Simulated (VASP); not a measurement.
# Al6SiN8 (a cell with a defect) in VASP: a series of runs, part 2 of 2

VASP 6.6.1.

**4. Single point, LDA**

Input file INCAR:

```
SYSTEM = Al6SiN8
ALGO     = Normal         ! electronic algorithm
EDIFF    = 1E-6           ! SCF threshold, eV
ENCUT    = 520            ! plane-wave cutoff, eV
ISIF     = 2              ! what is computed and relaxed
ISMEAR   = 0              ! smearing method
LASPH    = .TRUE.         ! aspherical terms in the spheres
LCHARG   = .FALSE.        ! write CHGCAR
LREAL    = Auto         
LWAVE    = .FALSE.        ! write WAVECAR
NBANDS   = 44             ! bands
NELECT   = 60.0         
NELM     = 80             ! most SCF steps
PREC     = Accurate       ! precision mode
SIGMA    = 0.05           ! smearing width, eV
```

Input file KPOINTS:

```
k-points
0
G
  2 2 2
  0 0 0
```

Input file POSCAR:

```
Al6SiN8
1.0
   -3.1285880000     -5.4188740000      0.0000000000
    4.6928820000     -2.7094370000      0.0000000000
    0.0000000000      0.0000000000      5.0169550000
Al Si N
6 1 8
Direct
    0.5045305982      0.6652940294      0.5056945896
    0.2541848481      0.8284113399      1.0040458804
   -0.0115421757      0.6723350998      0.5054874919
    0.0054303520      0.3453686528      0.9914019560
    0.7434642758      0.1349024782      0.5294835214
    0.7502356844      0.8308498614      1.0041022891
    0.5112279690      0.3385249595      0.9912484764
    0.5060863593      0.6470262220      0.8768751165
    0.6329679708      0.3903812195      0.3154381492
    0.2712662175      0.1808241147      0.9841593158
    0.2477571636      0.7201817750      0.3535154292
   -0.0004442985      0.6771069405      0.8730837729
   -0.1459287558      0.3932206362      0.3203255760
    0.7390252545      0.1684701518      0.8814438240
    0.7436757373      0.8431315741      0.3776671308
```

On the command line:

```sh
$ cat potpaw_LDA.64/Al/POTCAR potpaw_LDA.64/Si/POTCAR potpaw_LDA.64/N/POTCAR > POTCAR
$ mpirun -np 1 vasp_std > vasp.out
```

It took 2.6 min on 1 thread of Intel Xeon Platinum 8259CL at 2.50GHz (Skylake/Cascade Lake), shared host; peak memory 0.23 GiB.

The run converged. Its results:

```
Free energy   : -131.4694 eV
Largest force : 0.223 eV/Å
```

Forces in eV/Å, atoms in the order of the input:
```
Al  -0.022 -0.017 -0.005
Al   0.010 -0.015 -0.018
Al  -0.006  0.027 -0.017
Al  -0.014  0.014  0.005
Al   0.024 -0.001 -0.004
Al   0.007  0.010  0.002
Si  -0.007  0.003  0.017
N    0.011  0.000  0.004
N    0.120  0.187 -0.015
N   -0.010  0.001 -0.007
N    0.006 -0.003  0.000
N    0.002 -0.011  0.010
N   -0.089 -0.194  0.009
N    0.005 -0.009  0.040
N   -0.037  0.010 -0.020
```

Levels at points of the mesh, in eV from the Fermi level:
| k point | band 26 | band 27 | band 28 | band 29 | band 30 | band 31 | band 32 | band 33 | band 34 | band 35 |
| --- | --- | --- | --- | --- | --- | --- | --- | --- | --- | --- |
| (0.00, 0.00, 0.00) | -0.75 | -0.70 | -0.61 | -0.46 | -0.16 | -0.07 | 3.72 | 5.55 | 5.93 | 6.26 |
| (0.50, 0.00, 0.00) | -1.32 | -1.08 | -0.90 | -0.43 | -0.06 | 0.28 | 4.49 | 4.80 | 5.86 | 6.66 |
| (0.00, 0.50, 0.00) | -1.14 | -0.80 | -0.64 | -0.34 | -0.16 | 0.30 | 4.68 | 5.15 | 5.80 | 5.86 |
| (0.50, 0.50, 0.00) | -1.47 | -1.14 | -0.87 | -0.56 | 0.16 | 0.42 | 5.21 | 5.48 | 5.99 | 6.17 |
| (0.00, 0.00, 0.50) | -1.16 | -0.86 | -0.69 | -0.56 | -0.28 | -0.17 | 4.30 | 5.27 | 5.63 | 6.31 |
| (0.50, 0.00, 0.50) | -1.40 | -0.94 | -0.85 | -0.40 | -0.16 | 0.21 | 5.11 | 5.44 | 5.66 | 6.11 |
| (0.00, 0.50, 0.50) | -1.31 | -1.05 | -0.90 | -0.51 | 0.04 | 0.19 | 4.67 | 4.83 | 5.45 | 5.89 |
| (0.50, 0.50, 0.50) | -1.47 | -1.26 | -1.06 | -0.49 | -0.05 | 0.68 | 5.10 | 5.40 | 5.61 | 6.11 |

Caveat: the k points lie up to 0.63 Å⁻¹ apart; the cell carries a net charge on a neutralising background, which shifts energy and pressure; the cell is charged against a uniform background, so pressure and absolute levels hang on convention.

**5. Single point, LDA**

Input file INCAR:

```
SYSTEM = Al6SiN8
ALGO = Normal ; EDIFF = 1E-7
ENCUT = 520 ; GGA = CA
ISIF = 2 ; ISMEAR = 0
LASPH = .True. ; LCHARG = .False.
LREAL = Auto ; LWAVE = .False.
NBANDS = 44 ; NELECT = 60.0
NELM = 100 ; PREC = Accurate
SIGMA = 0.05
```

Input file KPOINTS:

```
k-points
0
Gamma
  2 2 2
  0 0 0
```

Input file POSCAR:

```
Al6SiN8
1.0
   -3.1285880000     -5.4188740000      0.0000000000
    4.6928820000     -2.7094370000      0.0000000000
    0.0000000000      0.0000000000      5.0169550000
Al Si N
6 1 8
Direct
    0.5405673397      0.6475056249      0.5252339317
    0.2342830632      0.8621941016      1.0143327975
    0.0207605105      0.6448510924      0.4907195699
   -0.0489183852      0.3678891835      0.9742477260
    0.7651321766      0.1034776383      0.5079943910
    0.7422460506      0.8443994729      0.9971803614
    0.4071528647      0.4378234029      1.1047858711
    0.4851781592      0.6767124268      0.8821699617
    0.6508792247      0.3561885706      0.3090625688
    0.2196312700      0.2070709972      1.0640095436
    0.2877432920      0.6511951953      0.3281655905
   -0.0059240055      0.6902096042      0.8576116389
   -0.1129927246      0.3544272619      0.3285494887
    0.7506867105      0.1552471241      0.8538800926
    0.7735222354      0.8086102279      0.3638190895
```

On the command line:

```sh
$ cat potpaw_LDA.64/Al/POTCAR potpaw_LDA.64/Si/POTCAR potpaw_LDA.64/N/POTCAR > POTCAR
$ mpirun -np 1 vasp_std > vasp.out
```

It took 2.6 min on 1 thread of Intel Xeon Platinum 8259CL at 2.50GHz (Skylake/Cascade Lake), shared host; peak memory 0.23 GiB.

Results (log left out):

```yaml
Free_energy: -129.0512 eV
Largest_force: 2.276 eV/Å
```

Forces on the atoms (eV/Å):
```
Al   0.213  0.187  0.036
Al  -0.123 -0.217 -0.051
Al   0.252  0.130 -0.001
Al  -1.351 -1.220 -0.341
Al   0.061  0.345  0.511
Al  -0.301  0.119  0.193
Si  -0.809 -0.194 -0.531
N   -0.115 -0.075  0.077
N    0.083 -0.166  0.205
N   -0.369 -0.407 -1.175
N    0.125  0.212  0.114
N    0.025 -0.178 -0.017
N    1.942  1.161  0.253
N    0.101  0.146  0.560
N    0.267  0.157  0.165
```

Levels at points of the mesh, in eV from the Fermi level:
```
           k point  band 28  band 29  band 30  band 31  band 32  band 33
(0.00, 0.00, 0.00)    -0.57    -0.42    -0.06     0.03     3.66     5.25
(0.50, 0.00, 0.00)    -0.73    -0.59    -0.45     0.22     4.10     4.86
(0.00, 0.50, 0.00)    -0.49    -0.36    -0.04     0.29     4.59     5.14
(0.50, 0.50, 0.00)    -0.87    -0.52    -0.07     0.32     4.65     5.23
(0.00, 0.00, 0.50)    -0.82    -0.62    -0.18     0.29     4.56     5.09
(0.50, 0.00, 0.50)    -0.78    -0.78    -0.33     0.44     4.87     5.27
(0.00, 0.50, 0.50)    -0.67    -0.29    -0.10     0.21     4.71     5.04
(0.50, 0.50, 0.50)    -0.98    -0.46    -0.08     0.49     4.86     5.17
```

Caveat: the k points lie up to 0.63 Å⁻¹ apart; the cell carries a net charge on a neutralising background, which shifts energy and pressure; the cell is charged against a uniform background, so pressure and absolute levels hang on convention.

**6. Single point, LDA**

Input file INCAR:

```
SYSTEM = Al6SiN8
ALGO = Normal
EDIFF = 1E-6
ENCUT = 520
ISIF = 2
ISMEAR = 0
LASPH = .True.
LCHARG = .False.
LREAL = Auto
LWAVE = .False.
NBANDS = 44
NELECT = 60.0
NELM = 80
PREC = Accurate
SIGMA = 0.05
```

KPOINTS is that of step 5.

Input file POSCAR:

```
Al6SiN8
1.0
   -3.1285880000     -5.4188740000      0.0000000000
    4.6928820000     -2.7094370000      0.0000000000
    0.0000000000      0.0000000000      5.0169550000
Al Si N
6 1 8
Direct
    0.5443543527      0.6415197517      0.5214964057
    0.2184370024      0.8472495973      1.0239256681
    0.0248367062      0.6379797790      0.5033278154
   -0.1664494684      0.4072210191      1.0217946942
    0.7787179786      0.1221391723      0.4735856710
    0.7367235429      0.8649412953      0.9888051617
    0.4008908278      0.4505393985      1.1224922289
    0.4797876983      0.6689230702      0.8815319252
    0.6185404146      0.3549333051      0.2970321639
    0.1926914184      0.2036494971      1.1563398516
    0.2854780386      0.6760140498      0.3359121220
   -0.0184390078      0.6743082271      0.8723767704
    0.0389150934      0.2686816532      0.3090801093
    0.7532062835      0.1579892995      0.8219930217
    0.7802666887      0.8034857896      0.3598591177
```

Potentials or basis: VASP PAW LDA potentials, release 64 (Al, Si, N).

On the command line:

```sh
$ cat potpaw_LDA.64/Al/POTCAR potpaw_LDA.64/Si/POTCAR potpaw_LDA.64/N/POTCAR > POTCAR
$ mpirun -np 1 vasp_std > vasp.out
```

It took 2.7 min on 1 thread of Intel Xeon Platinum 8259CL at 2.50GHz (Skylake/Cascade Lake), shared host; peak memory 0.23 GiB.

It converged, with:

```yaml
Free_energy: -129.9376 eV
Largest_force: 0.393 eV/Å
```

Forces on the atoms (eV/Å):
```
Al   0.066 -0.057 -0.064
Al   0.028 -0.023 -0.071
Al  -0.006  0.036 -0.031
Al  -0.053 -0.105  0.048
Al   0.035 -0.061 -0.051
Al  -0.080  0.003 -0.013
Si  -0.075  0.271  0.275
N    0.275 -0.187 -0.100
N    0.047  0.136  0.135
N   -0.197 -0.026 -0.195
N    0.046  0.010 -0.021
N   -0.048 -0.022 -0.059
N    0.076  0.067  0.229
N   -0.065 -0.038 -0.040
N   -0.047 -0.004 -0.042
```

Levels at points of the mesh, in eV from the Fermi level:
```tsv
k point	band 28	band 29	band 30	band 31	band 32	band 33
(0.00, 0.00, 0.00)	-0.81	-0.58	-0.36	0.11	2.84	4.33
(0.50, 0.00, 0.00)	-1.06	-0.80	-0.18	0.66	3.26	4.53
(0.00, 0.50, 0.00)	-0.86	-0.63	-0.11	0.21	3.78	4.28
(0.50, 0.50, 0.00)	-0.97	-0.50	-0.24	0.45	4.09	4.35
(0.00, 0.00, 0.50)	-0.92	-0.58	-0.41	0.40	3.24	4.54
(0.50, 0.00, 0.50)	-1.27	-0.47	-0.19	0.76	3.59	4.79
(0.00, 0.50, 0.50)	-1.22	-0.50	-0.18	0.30	3.47	4.07
(0.50, 0.50, 0.50)	-1.15	-0.59	-0.18	0.60	3.84	4.23
```

Caveat: the k points lie up to 0.63 Å⁻¹ apart; the cell carries a net charge on a neutralising background, which shifts energy and pressure; the cell is charged against a uniform background, so pressure and absolute levels hang on convention.
